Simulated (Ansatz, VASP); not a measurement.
Ge: VASP beside Ansatz

```xyz
6
Lattice="2.9196 -3.0844 0.0127 2.9196 3.0844 0.0127 -2.8872 0.0000 6.8837" Properties=species:S:1:pos:R:3 pbc="T T T"
Ge    0.3979    0.8401    2.4362
Ge    3.9977    0.8401    1.0310
Ge    2.5541   -0.8401    4.4729
Ge   -1.0457   -0.8401    5.8781
Ge    1.4598    1.5422    0.0063
Ge    0.0162   -1.5422    3.4482
```

Alike in both runs: functional PBE; k mesh 10 × 10 × 6; occupations gaussian, width 0.1 eV; no spin polarisation.

Ansatz relaxed the structure, and its values are those at the end. VASP's run is a single point on that final structure, the one shown.

|  | VASP | Ansatz |
| --- | --- | --- |
| version | VASP 6.6.1 | Ansatz 0.2.0 |
| potentials or method | VASP PAW PBE potentials, release 64 (Ge_d), cutoff 520 eV | scalar-relativistic, plane waves, PAW |
| valence electrons in the cell | 84 | 84 |

|  | VASP | Ansatz | Ansatz less VASP |
| --- | --- | --- | --- |
| gap on the k mesh at the Fermi level (eV) | none | none | - |
| pressure (GPa) | 0.0 | 0.0 | +0.01 |

A gap of «none» marks a metal or a gap that the smearing closes.
